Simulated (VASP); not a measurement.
# BaTiO3 (P4mm) in VASP: further runs, part 2 of 2

VASP 6.6.1. Earlier steps stand in the parts before.

## (3) Single point, PBE

This run uses another cell than the first one, of 12.86 Å³/atom, 0.962 times its volume.

Contents of INCAR:

```
PREC = Accurate
ENCUT = 520
EDIFF = 1E-6
ISMEAR = -1
SIGMA = 0.05
LREAL = False
LASPH = True
NELM = 100
ALGO = Normal
ISIF = 2
LWAVE = False
LCHARG = False
GGA = PE
NBANDS = 28
```

Contents of KPOINTS:

```
regular mesh
0
Gamma
  3 3 3
```

Contents of POSCAR:

```
BaTiO3
1.0
    3.9998000000      0.0000000000      0.0000000000
    0.0000000000      3.9998000000      0.0000000000
    0.0000000000      0.0000000000      4.0180000000
Ba Ti O
1 1 3
Direct
    0.0000000000      0.0000000000      0.0000000000
    0.5000000000      0.5000000000      0.4900000000
    0.0000000000      0.5000000000      0.5170000000
    0.5000000000      0.0000000000      0.5170000000
    0.5000000000      0.5000000000      0.0190000000
```

Potentials or basis: VASP PAW PBE potentials, release 64 (Ba_sv, Ti_sv, O).

Launch:

```
cat potpaw_PBE.64/Ba_sv/POTCAR potpaw_PBE.64/Ti_sv/POTCAR potpaw_PBE.64/O/POTCAR > POTCAR
mpirun -np 1 vasp_std > vasp.out
```

OUTCAR:

```text
PREC = Accurate
   ENCUT = 520
   EDIFF = 1E-6
   ISMEAR = -1
   LREAL = False
   LASPH = True
   NELM = 100
   ISIF = 2
   GGA = PE

 ion  position               nearest neighbor table
   1  0.000  0.000  0.000-   3 2.79   4 2.79   3 2.79   4 2.79   5 2.83   5 2.83   5 2.83   5 2.83
                             4 2.88   3 2.88   4 2.88   3 2.88   2 3.45   2 3.45   2 3.45   2 3.45
   2  0.500  0.500  0.490-   5 1.89   4 2.00   3 2.00   4 2.00   3 2.00   5 2.13   1 3.45   1 3.45
                             1 3.45   1 3.45   1 3.49   1 3.49   1 3.49   1 3.49
   3  0.000  0.500  0.517-   2 2.00   2 2.00   1 2.79   1 2.79   1 2.88   1 2.88
   4  0.500  0.000  0.517-   2 2.00   2 2.00   1 2.79   1 2.79   1 2.88   1 2.88
   5  0.500  0.500  0.019-   2 1.89   2 2.13   1 2.83   1 2.83   1 2.83   1 2.83

  LATTYP: Found a simple tetragonal cell.
 ALAT       =     3.9998000000
 C/A-ratio  =     1.0045502275

  Lattice vectors:

 A1 = (   3.9998000000,   0.0000000000,   0.0000000000)
 A2 = (   0.0000000000,   3.9998000000,   0.0000000000)
 A3 = (   0.0000000000,   0.0000000000,   4.0180000000)

Analysis of symmetry for initial positions (statically):
=====================================================================
[... 163 lines left out ...]
 fundamental gap:      2.0140077295
 Fermi energy:         4.6229764337

 k-point     1 :       0.0000    0.0000    0.0000
  band No.  band energies     occupation
      1     -52.8044      2.00000
      2     -29.0380      2.00000
      3     -29.0150      2.00000
      4     -29.0150      2.00000
      5     -21.0101      2.00000
      6     -13.0620      2.00000
[... 175 lines left out ...]
     27      11.6436      0.00000
     28      11.7590      0.00000

------------------------ aborting loop because EDIFF is reached ----------------------------------------

  FORCE on cell =-STRESS in cart. coord.  units (eV):
  Direction    XX          YY          ZZ          XY          YZ          ZX
  --------------------------------------------------------------------------------------
  -------------------------------------------------------------------------------------
  Total        1.6141040      1.6141040      2.0661975      0.0000000      0.0000000      0.0000000
  in kB       40.2305173     40.2305173     51.4986608      0.0000000      0.0000000      0.0000000
  external PRESSURE =      43.9865652 kB  Pullay stress =       0.0000000 kB

 VOLUME and BASIS-vectors are now :
 -----------------------------------------------------------------------------
  energy-cutoff  :      520.00
  volume of cell :       64.28
      direct lattice vectors                 reciprocal lattice vectors
     3.999800000  0.000000000  0.000000000     0.250012501  0.000000000  0.000000000
     0.000000000  3.999800000  0.000000000     0.000000000  0.250012501  0.000000000
     0.000000000  0.000000000  4.018000000     0.000000000  0.000000000  0.248880040

 POSITION                                       TOTAL-FORCE (eV/Angst)
 -----------------------------------------------------------------------------------
      0.00000      0.00000      0.00000         0.000000      0.000000      0.060675
      1.99990      1.99990      1.96882        -0.000000     -0.000000     -0.497120
      0.00000      1.99990      2.07731         0.000000      0.000000      0.004665
      1.99990      0.00000      2.07731        -0.000000      0.000000      0.004665
      1.99990      1.99990      0.07634        -0.000000     -0.000000      0.427116
 -----------------------------------------------------------------------------------
    total drift:                                0.000000      0.000000      0.000450

  FREE ENERGIE OF THE ION-ELECTRON SYSTEM (eV)
  ---------------------------------------------------
  free  energy   TOTEN  =       -39.9098621261 eV

  energy  without entropy=      -39.9098621252  energy(sigma->0) =      -39.90986213
```

OSZICAR:

```text
N       E                     dE             d eps       ncg     rms          rms(c)
DAV:   1     0.432989803633E+03    0.43299E+03   -0.21071E+04   336   0.154E+03
DAV:   2    -0.569979259662E+01   -0.43869E+03   -0.41936E+03   388   0.427E+02
DAV:   3    -0.488075388990E+02   -0.43108E+02   -0.42752E+02   460   0.133E+02
DAV:   4    -0.508307631351E+02   -0.20232E+01   -0.20161E+01   488   0.247E+01
DAV:   5    -0.508860090248E+02   -0.55246E-01   -0.55232E-01   452   0.320E+00    0.231E+01
DAV:   6    -0.401243183036E+02    0.10762E+02   -0.60529E+01   484   0.664E+01    0.995E+00
DAV:   7    -0.400711914683E+02    0.53127E-01   -0.90507E+00   436   0.220E+01    0.661E+00
DAV:   8    -0.398973514442E+02    0.17384E+00   -0.65727E-01   416   0.753E+00    0.307E+00
DAV:   9    -0.399325636600E+02   -0.35212E-01   -0.27154E-01   476   0.414E+00    0.144E+00
DAV:  10    -0.399120062063E+02    0.20557E-01   -0.94042E-02   368   0.334E+00    0.444E-01
DAV:  11    -0.399099287750E+02    0.20774E-02   -0.11622E-02   416   0.636E-01    0.140E-01
DAV:  12    -0.399098564834E+02    0.72292E-04   -0.83582E-04   492   0.246E-01    0.363E-02
DAV:  13    -0.399098566066E+02   -0.12323E-06   -0.16492E-04   396   0.137E-01    0.183E-02
DAV:  14    -0.399098648110E+02   -0.82043E-05   -0.44202E-05   492   0.571E-02    0.140E-02
DAV:  15    -0.399098626888E+02    0.21221E-05   -0.18315E-05   448   0.418E-02    0.797E-03
DAV:  16    -0.399098621261E+02    0.56275E-06   -0.23662E-06   276   0.159E-02
   1 F= -.39909862E+02 E0= -.39909862E+02  d E =-.887221E-09
```

Run time: 11 s. Hardware: 1 thread of Intel Xeon Platinum 8488C (Sapphire Rapids), shared host; peak memory 0.17 GiB.

What came out:

```yaml
Free_energy: -39.9099 eV
Pressure: 4.4 GPa
Largest_force: 0.497 eV/Å
Band_gap_on_the_k_mesh: 2.01 eV, direct
```

Forces on the atoms (eV/Å):
```
Ba   0.000  0.000  0.061
Ti   0.000  0.000 -0.497
O    0.000  0.000  0.005
O    0.000  0.000  0.005
O    0.000  0.000  0.427
```

Levels at points of the mesh, in eV from the valence-band top:
```
           k point  band 17  band 18  band 19  band 20  band 21  band 22  band 23  band 24
(0.00, 0.00, 0.00)    -0.84    -0.01     0.00     0.00     2.01     2.24     2.24     4.20
```

Caveat: the k points lie up to 0.52 Å⁻¹ apart; spin-orbit coupling is left out, which moves the levels of the heavy elements. A k mesh can miss the band edges.

## (4) Single point, PBE

This run uses another cell than the first one, of 12.08 Å³/atom, 0.904 times its volume.

Contents of INCAR:

```
ALGO = Normal ; EDIFF = 1E-6
ENCUT = 520 ; GGA = PE
ISIF = 2 ; ISMEAR = -1
LASPH = T ; LCHARG = F
LREAL = F ; LWAVE = F
NBANDS = 28 ; NELM = 60
PREC = Accurate ; SIGMA = 0.05
```

Contents of KPOINTS:

```
k-points
0
Gamma
  7 7 7
```

Changes to POSCAR since step 3:

```diff
@@ -2,5 +2,5 @@
 1.0
-    3.9998000000      0.0000000000      0.0000000000
-    0.0000000000      3.9998000000      0.0000000000
-    0.0000000000      0.0000000000      4.0180000000
+    3.9181485176      0.0000000000      0.0000000000
+    0.0000000000      3.9181485176      0.0000000000
+    0.0000000000      0.0000000000      3.9359769848
 Ba Ti O
```

Potentials or basis: VASP PAW PBE potentials, release 64 (Ba_sv, Ti_sv, O).

Launch:

```
cat potpaw_PBE.64/Ba_sv/POTCAR potpaw_PBE.64/Ti_sv/POTCAR potpaw_PBE.64/O/POTCAR > POTCAR
mpirun -np 1 vasp_std > vasp.out
```

OUTCAR:

```text
EDIFF = 1E-6
   ENCUT = 520
   GGA = PE
   ISIF = 2
   ISMEAR = -1
   LASPH = T
   LREAL = F
   NELM = 60
   PREC = Accurate

 ion  position               nearest neighbor table
   1  0.000  0.000  0.000-   3 2.73   4 2.73   3 2.73   4 2.73   5 2.77   5 2.77   5 2.77   5 2.77
                             4 2.82   3 2.82   4 2.82   3 2.82   2 3.38   2 3.38   2 3.38   2 3.38
   2  0.500  0.500  0.490-   5 1.85   4 1.96   3 1.96   4 1.96   3 1.96   5 2.08   1 3.38   1 3.38
[... 953 lines left out ...]
  -------------------------------------------------------------------------------------
  Total        6.2187321      6.2187321      6.6735635      0.0000000     -0.0000000      0.0000000
  in kB      164.8914342    164.8914342    176.9514166      0.0000000     -0.0000000      0.0000000
  external PRESSURE =     168.9114284 kB  Pullay stress =       0.0000000 kB

 VOLUME and BASIS-vectors are now :
 -----------------------------------------------------------------------------
  energy-cutoff  :      520.00
  volume of cell :       60.42
      direct lattice vectors                 reciprocal lattice vectors
     3.918148518  0.000000000  0.000000000     0.255222587  0.000000000  0.000000000
     0.000000000  3.918148518  0.000000000     0.000000000  0.255222587  0.000000000
     0.000000000  0.000000000  3.935976985     0.000000000  0.000000000  0.254066526

 POSITION                                       TOTAL-FORCE (eV/Angst)
 -----------------------------------------------------------------------------------
      0.00000      0.00000      0.00000         0.000000     -0.000000      0.141778
      1.95907      1.95907      1.92863         0.000000      0.000000      0.194602
      0.00000      1.95907      2.03490        -0.000000     -0.000000     -0.098567
      1.95907      0.00000      2.03490         0.000000     -0.000000     -0.098567
      1.95907      1.95907      0.07478         0.000000      0.000000     -0.139247
 -----------------------------------------------------------------------------------
    total drift:                                0.000000      0.000000      0.000326

  FREE ENERGIE OF THE ION-ELECTRON SYSTEM (eV)
  ---------------------------------------------------
  free  energy   TOTEN  =       -39.7321806496 eV

  energy  without entropy=      -39.7321806494  energy(sigma->0) =      -39.73218065
```

stdout:

```text
POSCAR found type information on POSCAR BaTiO
 POSCAR found :  3 types and       5 ions
 scaLAPACK will be used
 LDA part: xc-table for (Slater+PW92), standard interpolation
 POSCAR, INCAR and KPOINTS ok, starting setup
 FFT: planning ... GRIDC
 FFT: planning ... GRID_SOFT
 FFT: planning ... GRID
 WAVECAR not read
 entering main loop
```

It took 52 s on 1 thread of Intel Xeon Platinum 8488C (Sapphire Rapids), shared host; peak memory 0.21 GiB.

Results:

```
Free energy            : -39.7322 eV
Pressure               : 16.9 GPa
Largest force          : 0.195 eV/Å
Band gap on the k mesh : 2.00 eV, indirect (least direct gap 2.14 eV)
```

Forces on the atoms (eV/Å):
```
Ba   0.000  0.000  0.142
Ti   0.000  0.000  0.195
O    0.000  0.000 -0.099
O    0.000  0.000 -0.099
O    0.000  0.000 -0.139
```

Stress tensor (GPa, compression positive):
```
16.49  0.00  0.00
 0.00 16.49  0.00
 0.00  0.00 17.70
```

Caveat: spin-orbit coupling is left out, which moves the levels of the heavy elements. A k mesh can miss the band edges.

## (5) Single point, PBE

This run uses another cell than the first one, of 12.34 Å³/atom, 0.923 times its volume.

Contents of INCAR:

```
SYSTEM = BaTiO3
PREC = Accurate
ENCUT = 520
EDIFF = 1E-6
ISMEAR = -1
SIGMA = 0.05
LREAL = .False.
LASPH = .True.
NELM = 60
ALGO = Normal
ISIF = 2
LWAVE = .False.
LCHARG = .False.
GGA = PE
NBANDS = 28
```

Contents of KPOINTS:

```
Automatic mesh
0
Gamma
  7 7 7
  0 0 0
```

Changes to POSCAR since step 4:

```diff
@@ -2,5 +2,5 @@
 1.0
-    3.9181485176      0.0000000000      0.0000000000
-    0.0000000000      3.9181485176      0.0000000000
-    0.0000000000      0.0000000000      3.9359769848
+    3.9457420220      0.0000000000      0.0000000000
+    0.0000000000      3.9457420220      0.0000000000
+    0.0000000000      0.0000000000      3.9636960459
 Ba Ti O
```

Launch:

```
cat potpaw_PBE.64/Ba_sv/POTCAR potpaw_PBE.64/Ti_sv/POTCAR potpaw_PBE.64/O/POTCAR > POTCAR
mpirun -np 1 vasp_std > vasp.out
```

It took 56 s on 1 thread of Intel Xeon Platinum 8488C (Sapphire Rapids), shared host; peak memory 0.21 GiB.

It converged, with:

| Property | Result |
| --- | --- |
| Free energy | -39.8500 eV |
| Pressure | 12.2 GPa |
| Largest force | 0.118 eV/Å |
| Band gap on the k mesh | 1.95 eV, indirect (least direct gap 2.11 eV) |

Forces in eV/Å, atoms in the order of the input:
```
Ba   0.000  0.000  0.118
Ti   0.000  0.000  0.086
O    0.000  0.000 -0.106
O    0.000  0.000 -0.106
O    0.000  0.000  0.008
```

Stress tensor (GPa, compression positive):
```
11.83  0.00  0.00
 0.00 11.83  0.00
 0.00  0.00 12.94
```

Levels at points of the mesh, in eV from the valence-band top:
```
           k point  band 18  band 19  band 20  band 21  band 22  band 23
(0.00, 0.00, 0.00)    -0.17    -0.16    -0.16     1.95     2.18     2.18
```

Caveat: spin-orbit coupling is left out, which moves the levels of the heavy elements.

## (6) Single point, PBE

This run uses another cell than the first one, of 12.60 Å³/atom, 0.942 times its volume.

Contents of INCAR:

```
PREC = Accurate ; ENCUT = 520
EDIFF = 1E-7 ; ISMEAR = -1
SIGMA = 0.05 ; LREAL = F
LASPH = T ; NELM = 60
ALGO = Normal ; ISIF = 2
LWAVE = F ; LCHARG = T
GGA = PE ; LELF = T
LVHAR = T ; NBANDS = 28
```

Contents of KPOINTS:

```
Automatic mesh
0
Gamma
  7 7 7
```

Changes to POSCAR since step 5:

```diff
@@ -2,5 +2,5 @@
 1.0
-    3.9457420220      0.0000000000      0.0000000000
-    0.0000000000      3.9457420220      0.0000000000
-    0.0000000000      0.0000000000      3.9636960459
+    3.9729548958      0.0000000000      0.0000000000
+    0.0000000000      3.9729548958      0.0000000000
+    0.0000000000      0.0000000000      3.9910327445
 Ba Ti O
```

Potentials or basis: VASP PAW PBE potentials, release 64 (Ba_sv, Ti_sv, O).

Launch:

```
cat potpaw_PBE.64/Ba_sv/POTCAR potpaw_PBE.64/Ti_sv/POTCAR potpaw_PBE.64/O/POTCAR > POTCAR
mpirun -np 1 vasp_std > vasp.out
```

Wall time 59 s (1 thread of Intel Xeon Platinum 8488C (Sapphire Rapids), shared host); peak memory 0.21 GiB.

It converged, with:

| Quantity | Value |
| --- | --- |
| Free energy | -39.9321 eV |
| Pressure | 8.0 GPa |
| Largest force | 0.146 eV/Å |
| Band gap on the k mesh | 1.91 eV, indirect (least direct gap 2.09 eV) |

Forces on the atoms (eV/Å):
```
Ba   0.000  0.000  0.096
Ti   0.000  0.000 -0.017
O    0.000  0.000 -0.112
O    0.000  0.000 -0.112
O    0.000  0.000  0.146
```

Stress tensor (GPa, compression positive):
```
7.65 0.00 0.00
0.00 7.65 0.00
0.00 0.00 8.67
```

Levels at points of the mesh, in eV from the valence-band top:
| k point | band 16 | band 17 | band 18 | band 19 | band 20 | band 21 | band 22 | band 23 | band 24 | band 25 |
| --- | --- | --- | --- | --- | --- | --- | --- | --- | --- | --- |
| (0.00, 0.00, 0.00) | -1.16 | -1.07 | -0.19 | -0.18 | -0.18 | 1.91 | 2.13 | 2.13 | 4.20 | 4.30 |

Caveat: spin-orbit coupling is left out, which moves the levels of the heavy elements. Expect the measured gap to be larger: semilocal functionals such as PBE lack the derivative discontinuity.

## (7) Overview

```csv
level,cell,k mesh,gap on the mesh (eV),pressure (GPa),largest force (eV/Å)
PBE+D3(BJ),"a = 4.052, b = 4.052, c = 4.071 Å, 5 atoms",7 × 7 × 7,1.78,-5.3,0.51
PBE,"a = 4.000, b = 4.000, c = 4.018 Å, 5 atoms",3 × 3 × 3,2.01,4.4,0.50
PBE,"a = 3.918, b = 3.918, c = 3.936 Å, 5 atoms",7 × 7 × 7,2.00,16.9,0.19
PBE,"a = 3.946, b = 3.946, c = 3.964 Å, 5 atoms",7 × 7 × 7,1.95,12.2,0.12
PBE,"a = 3.973, b = 3.973, c = 3.991 Å, 5 atoms",7 × 7 × 7,1.91,8.0,0.15
```

Alike in all rows: task single point; potentials or basis VASP PAW PBE potentials, release 64 (Ba_sv, Ti_sv, O); no spin polarisation; cutoff (eV) 520; smearing fermi-dirac 0.05 eV.

Caveats: some runs use coarse meshes; spin-orbit coupling is left out, which moves the levels of the heavy elements.

Absolute energies hang on the potentials; compare differences alone.
